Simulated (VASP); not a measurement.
# NaI (Fm-3m) in VASP: relaxation of cell and atoms with PBE

Aim: the relaxation of cell and atoms of NaI with PBE.

Program: VASP 6.6.1. These are calculated values, not measurements. Logs are shortened: lines on timing, memory, paths and dates and some standing lists are left out, and cuts for length are marked.

## Step 1: The cell of the first run

Symmetry: Fm-3m, No. 225, cubic system. Conventional cell: a = 6.516 Å, b = 6.516 Å, c = 6.516 Å, α = 90.00°, β = 90.00°, γ = 90.00°. Within 4.3 Å of I (site symmetry m-3m) lie 6 Na at 3.26 Å. Na (site symmetry m-3m) has 6 I at 3.26 Å within 4.3 Å.

## Step 2: Relaxation of cell and atoms, PBE (34.58 Å³/atom)

File POSCAR:

```
NaI
1.0
    0.0000000000      3.2578337372      3.2578337372
    3.2578337372      0.0000000000      3.2578337372
    3.2578337372      3.2578337372      0.0000000000
I Na
1 1
Direct
    0.5000000000      0.5000000000      0.5000000000
    0.0000000000      0.0000000000      0.0000000000
```

File INCAR.step1:

```
SYSTEM = NaI
  GGA = PE
  ISMEAR = 0
  SIGMA = 0.03
  LWAVE = .False.
  LCHARG = .False.
  NSW = 80
  PREC = Accurate
  LASPH = .True.
  LREAL = .False.
  ALGO = Normal
  EDIFF = 1E-7
  NELM = 120
  GGA_COMPAT = .False.
  IBRION = 2
  ISIF = 3
  EDIFFG = -0.002
  NELMIN = 4
  ENCUT = 690
  EFERMI = MIDGAP
  POTIM = 0.5
```

File INCAR.step4:

```
SYSTEM = NaI
  GGA = PE
  ISMEAR = 0
  SIGMA = 0.03
  LWAVE = .False.
  LCHARG = .False.
  PREC = Accurate
  LASPH = .True.
  LREAL = .False.
  ALGO = Normal
  EDIFF = 1E-7
  NELM = 120
  GGA_COMPAT = .False.
  ISIF = 2
  ENCUT = 690
  EFERMI = MIDGAP
```

File KPOINTS:

```
Automatic mesh
0
Gamma
  7 7 7
  0 0 0
```

Potentials or basis: VASP PAW PBE potentials, release 64 (I, Na_pv).

The run is started by

```sh
$ cat potpaw_PBE.64/I/POTCAR potpaw_PBE.64/Na_pv/POTCAR > POTCAR
$ cp INCAR.step1 INCAR
$ cp POSCAR.step1 POSCAR
$ mpirun -np 1 vasp_std > vasp.out
$ cp CONTCAR POSCAR
$ mpirun -np 1 vasp_std > vasp.out
$ cp CONTCAR POSCAR
$ mpirun -np 1 vasp_std > vasp.out
$ cp CONTCAR POSCAR
$ cp INCAR.step4 INCAR
$ mpirun -np 1 vasp_std > vasp.out
```

OUTCAR:

```text
SYSTEM = NaI
   GGA = PE
   ISMEAR = 0
   PREC = Accurate
   LASPH = .True.
   LREAL = .False.
   EDIFF = 1E-7
   NELM = 120
   ISIF = 2
   ENCUT = 690
   EFERMI = MIDGAP

 ion  position               nearest neighbor table
   1  0.500  0.500  0.500-
   2  0.000  0.000  0.000-

  LATTYP: Found a face centered cubic cell.
 ALAT       =     6.5307126907

  Lattice vectors:

 A1 = (   0.0000000000,   3.2653563453,   3.2653563453)
 A2 = (   3.2653563453,   0.0000000000,   3.2653563453)
 A3 = (   3.2653563453,   3.2653563453,   0.0000000000)

Analysis of symmetry for initial positions (statically):
=====================================================================
 Subroutine PRICEL returns:
 Original cell was already a primitive cell.

 Routine SETGRP: Setting up the symmetry group for a
 face centered cubic supercell.

 Subroutine GETGRP returns: Found 48 space group operations
 (whereof 48 operations were pure point group operations)
 out of a pool of 48 trial point group operations.

The static configuration has the point symmetry O_h .

Analysis of symmetry for dynamics (positions and initial velocities):
=====================================================================
 Subroutine PRICEL returns:
 Original cell was already a primitive cell.

 Routine SETGRP: Setting up the symmetry group for a
 face centered cubic supercell.

 Subroutine GETGRP returns: Found 48 space group operations
 (whereof 48 operations were pure point group operations)
 out of a pool of 48 trial point group operations.

The dynamic configuration has the point symmetry O_h .

 Subroutine INISYM returns: Found 48 space group operations
 (whereof 48 operations are pure point group operations),
 and found     1 'primitive' translations

----------------------------------------------------------------------------------------

                                     Primitive cell

  volume of cell :      69.6341

  direct lattice vectors                    reciprocal lattice vectors
     0.000000000  3.265356345  3.265356345    -0.153122645  0.153122645  0.153122645
     3.265356345  0.000000000  3.265356345     0.153122645 -0.153122645  0.153122645
     3.265356345  3.265356345  0.000000000     0.153122645  0.153122645 -0.153122645

  length of vectors
     4.617911230  4.617911230  4.617911230     0.265216201  0.265216201  0.265216201

  position of ions in fractional coordinates (direct lattice)
     0.500000000  0.500000000  0.500000000
     0.000000000  0.000000000  0.000000000

  ion indices of the primitive-cell ions
   primitive index   ion index
                 1           1
                 2           2

----------------------------------------------------------------------------------------

 KPOINTS: Automatic mesh

Automatic generation of k-mesh.
 Grid dimensions read from file:
 generate k-points for:    7    7    7

 Generating k-lattice:

  Cartesian coordinates                     Fractional coordinates (reciprocal lattice)
    -0.021874664  0.021874664  0.021874664     0.142857143  0.000000000  0.000000000
     0.021874664 -0.021874664  0.021874664     0.000000000  0.142857143  0.000000000
     0.021874664  0.021874664 -0.021874664     0.000000000  0.000000000  0.142857143

  Length of vectors
     0.037888029  0.037888029  0.037888029

  Shift w.r.t. Gamma in fractional coordinates (k-lattice)
     0.000000000  0.000000000  0.000000000

 Subroutine IBZKPT returns following result:
 ===========================================

 Found     20 irreducible k-points:

 Following reciprocal coordinates:
            Coordinates               Weight
  0.000000  0.000000  0.000000      1.000000
  0.142857  0.000000  0.000000      8.000000
  0.285714  0.000000  0.000000      8.000000
  0.428571  0.000000  0.000000      8.000000
  0.142857  0.142857  0.000000      6.000000
  0.285714  0.142857  0.000000     24.000000
[... 12 lines left out ...]
 -0.428571  0.428571  0.142857     24.000000
 -0.285714  0.428571  0.142857     24.000000
   k-points           NKPTS =     20   k-points in BZ     NKDIM =     20   number of bands    NBANDS=     11
   number of dos      NEDOS =    301   number of ions     NIONS =      2
   total plane-waves  NPLWV =  64000
   dimension x,y,z NGX =    40 NGY =   40 NGZ =   40
   dimension x,y,z NGXF=    80 NGYF=   80 NGZF=   80
   ions per type =               1   1
   NGX,Y,Z   is equivalent  to a cutoff of  14.40, 14.40, 14.40 a.u.
   NGXF,Y,Z  is equivalent  to a cutoff of  28.80, 28.80, 28.80 a.u.
 SYSTEM =  NaI
   PREC   = accura    normal or accurate (medium, high low for compatibility)
   ISTART =      0    job   : 0-new  1-cont  2-samecut
   ICHARG =      2    charge: 1-file 2-atom 10-const
   ISPIN  =      1    spin polarized calculation?
   LNONCOLLINEAR =      F non collinear calculations
   LSORBIT =      F    spin-orbit coupling
   LASPH  =      T    aspherical Exc in radial PAW
   ENCUT  =  690.0 eV  50.71 Ry    7.12 a.u.   9.89  9.89  9.89*2*pi/ulx,y,z
   NELM   =    120;   NELMIN=  2; NELMDL=  0     # of ELM steps
   EDIFF  = 0.1E-06   stopping-criterion for ELM
   LREAL  =      F    real-space projection
   EDIFFG = 0.1E-05   stopping-criterion for IOM
   NSW    =      0    number of steps for IOM
   IBRION =     -1    ionic relax: 0-MD 1-quasi-New 2-CG
   NFREE  =      0    steps in history (QN), initial steepest desc. (CG)
   ISIF   =      2    stress and relaxation
   ISYM   =      2    0-nonsym 1-usesym 2-fastsym
   POTIM  = 0.5000    time-step for ionic-motion
   TEBEG  =    0.0;   TEEND  =   0.0 temperature during run

   SCALEE = 1.0000    scale energy and forces
   PSTRESS=    0.0 pullay stress
   NELECT =      14.0000    total number of electrons
   NUPDOWN=      -1.0000    fix difference up-down
   EMIN   =  10.00;   EMAX   =-10.00  energy-range for DOS
   EFERMI =   0.00;   METHOD = MIDGAP
   ISMEAR =     0;   SIGMA  =   0.03  broadening in eV -4-tet -1-fermi 0-gaus
   EFERMI_NEDOS =   21; number of points for ismear=-14 and -15
   IALGO  =     38    algorithm
   IMIX   =      4    mixing-type and parameters
     AMIX     =   0.40;   BMIX     =  1.00
     AMIX_MAG =   1.60;   BMIX_MAG =  1.00
  volume/ion in A,a.u.               =      34.82       234.96
  Fermi-wavevector in a.u.,A,eV,Ry     =   0.959055  1.812351 12.514460  0.919787
  Thomas-Fermi vector in A             =   2.088217
   LORBIT       =      0    0 simple, 1 ext, 2 COOP (PROOUT), +10 PAW based schemes
   GGA     = PE    functional components
   LHFCALC =     F    Hartree Fock is set to
   AEXX    =    0.0000 exact exchange contribution
   IVDW    =     0    specifies the selected vdW correction
   LEPSILON=     F    determine dielectric tensor
   LRPA    =     F    only Hartree local field effects (RPA)

   CSHIFT  =0.1000    complex shift for real part using Kramers Kronig

   OMEGAMAX=  -1.0    maximum frequency
 non-spin polarized calculation
 Gauss-broadening in eV      SIGMA  =   0.03
  energy-cutoff  :      690.00
  volume of cell :       69.63
 maximum number of plane-waves:      2875
   NGX = 19   NGY = 19   NGZ = 19

 number of electron      13.9999994 magnetization

 Free energy of the ion-electron system (eV)
  ---------------------------------------------------
  ext. energy  EPLUGINS =         0.00000000
  ---------------------------------------------------
  free energy    TOTEN  =        -5.38740725 eV

  energy without entropy =       -5.38740725  energy(sigma->0) =       -5.38740725

 E-fermi :   2.4100     XC(G=0):  -7.5974

 val. band max:        0.6243289958   @ k =   0.0000   0.0000   0.0000
 cond. band min:       4.1957370798   @ k =   0.0000   0.0000   0.0000
 fundamental gap:      3.5714080840
 Fermi energy:         2.4100330378

 k-point     1 :       0.0000    0.0000    0.0000
  band No.  band energies     occupation
      1     -21.8487      2.00000
      2     -21.8487      2.00000
      3     -21.8487      2.00000
      4     -10.3265      2.00000
      5       0.6243      2.00000
      6       0.6243      2.00000
      7       0.6243      2.00000
      8       4.1957      0.00000
      9       8.5524      0.00000
     10       8.5524      0.00000
     11       8.5524      0.00000

 k-point     2 :       0.1429    0.0000    0.0000
  band No.  band energies     occupation
      1     -21.8495      2.00000
      2     -21.8487      2.00000
      3     -21.8487      2.00000
      4     -10.2752      2.00000
      5       0.0749      2.00000
      6       0.5708      2.00000
      7       0.5708      2.00000
      8       4.8255      0.00000
      9       8.1253      0.00000
     10       8.7182      0.00000
     11       8.7182      0.00000

 k-point     3 :       0.2857    0.0000    0.0000
  band No.  band energies     occupation
      1     -21.8515      2.00000
      2     -21.8488      2.00000
      3     -21.8488      2.00000
      4     -10.1549      2.00000
      5      -0.8197      2.00000
      6       0.4568      2.00000
      7       0.4568      2.00000
      8       5.6077      0.00000
      9       8.2102      0.00000
     10       8.4486      0.00000
     11       8.4486      0.00000

 k-point     4 :       0.4286    0.0000    0.0000
  band No.  band energies     occupation
      1     -21.8530      2.00000
      2     -21.8489      2.00000
      3     -21.8489      2.00000
      4     -10.0528      2.00000
      5      -1.3865      2.00000
      6       0.3711      2.00000
      7       0.3711      2.00000
      8       5.7159      0.00000
      9       8.0932      0.00000
     10       8.0932      0.00000
     11       9.0299      0.00000
[... 183 lines left out ...]
 k-point    18 :      -0.4286    0.2857    0.1429
  band No.  band energies     occupation
      1     -21.8521      2.00000
      2     -21.8503      2.00000
      3     -21.8494      2.00000
      4     -10.0006      2.00000
      5      -1.0930      2.00000
      6      -0.3224      2.00000
      7       0.1282      2.00000
      8       6.6830      0.00000
      9       7.0543      0.00000
     10       8.2449      0.00000
     11       9.1503      0.00000

 k-point    19 :      -0.4286    0.4286    0.1429
  band No.  band energies     occupation
      1     -21.8518      2.00000
      2     -21.8504      2.00000
      3     -21.8500      2.00000
      4      -9.9754      2.00000
      5      -1.0260      2.00000
      6      -0.3134      2.00000
      7      -0.1222      2.00000
      8       5.8530      0.00000
      9       6.9575      0.00000
     10       8.7129      0.00000
     11       9.9542      0.00000

 k-point    20 :      -0.2857    0.4286    0.1429
  band No.  band energies     occupation
      1     -21.8513      2.00000
      2     -21.8512      2.00000
      3     -21.8499      2.00000
      4      -9.9646      2.00000
      5      -0.7912      2.00000
      6      -0.7344      2.00000
      7      -0.0928      2.00000
      8       6.2934      0.00000
      9       7.6011      0.00000
     10       8.5048      0.00000
     11       8.8589      0.00000

------------------------ aborting loop because EDIFF is reached ----------------------------------------

  FORCE on cell =-STRESS in cart. coord.  units (eV):
  Direction    XX          YY          ZZ          XY          YZ          ZX
  --------------------------------------------------------------------------------------
  -------------------------------------------------------------------------------------
  Total       -0.0015396     -0.0015396     -0.0015396      0.0000000     -0.0000000      0.0000000
  in kB       -0.0354246     -0.0354246     -0.0354246      0.0000000     -0.0000000      0.0000000
  external PRESSURE =      -0.0354246 kB  Pullay stress =       0.0000000 kB

 VOLUME and BASIS-vectors are now :
 -----------------------------------------------------------------------------
  energy-cutoff  :      690.00
  volume of cell :       69.63
      direct lattice vectors                 reciprocal lattice vectors
     0.000000000  3.265356345  3.265356345    -0.153122645  0.153122645  0.153122645
     3.265356345  0.000000000  3.265356345     0.153122645 -0.153122645  0.153122645
     3.265356345  3.265356345  0.000000000     0.153122645  0.153122645 -0.153122645

 POSITION                                       TOTAL-FORCE (eV/Angst)
 -----------------------------------------------------------------------------------
      3.26536      3.26536      3.26536         0.000000      0.000000      0.000000
      0.00000      0.00000      0.00000         0.000000      0.000000     -0.000000
 -----------------------------------------------------------------------------------
    total drift:                                0.000000     -0.000000     -0.000000

  FREE ENERGIE OF THE ION-ELECTRON SYSTEM (eV)
  ---------------------------------------------------
  free  energy   TOTEN  =        -5.3874072454 eV

  energy  without entropy=       -5.3874072454  energy(sigma->0) =       -5.38740725
```

It took 62 s on 1 thread of Intel Xeon 6975P-C (Granite Rapids), shared host; peak memory 0.24 GiB.

Results:

| Property | Result |
| --- | --- |
| Free energy | -5.3874 eV |
| Relaxed volume | 34.82 Å³/atom |
| Relaxed cell | a = 4.618 Å, b = 4.618 Å, c = 4.618 Å, α = 60.00°, β = 60.00°, γ = 60.00° |
| Space group after relaxing (to 0.1 Å) | Fm-3m (No. 225) |
| Energy gained by relaxing | 0.1 meV/atom |
| Ionic steps | 5 |
| Pressure after relaxing | 0.0 GPa |
| Band gap on the k mesh | 3.57 eV |

The path:
| step | energy change (eV) | largest force (eV/Å) | pressure (GPa) | volume (Å³) |
| --- | --- | --- | --- | --- |
| 1 | 0.0000 | 0.0000 | 0.10 | 69.15 |
| 2 | -0.0001 | 0.0000 | 0.05 | 69.38 |
| 3 | -0.0002 | 0.0000 | 0.00 | 69.63 |
| 4 | -0.0002 | 0.0000 | 0.00 | 69.63 |
| 5 | -0.0002 | 0.0000 | 0.00 | 69.63 |

Final structure:
```
CELL_PARAMETERS angstrom
0.00000 3.26536 3.26536
3.26536 0.00000 3.26536
3.26536 3.26536 0.00000
ATOMIC_POSITIONS crystal
I 0.50000 0.50000 0.50000
Na 0.00000 0.00000 0.00000
```

Caveat: spin-orbit coupling is left out, which moves the levels of the heavy elements. Zero-point motion and thermal expansion aren't in these numbers.
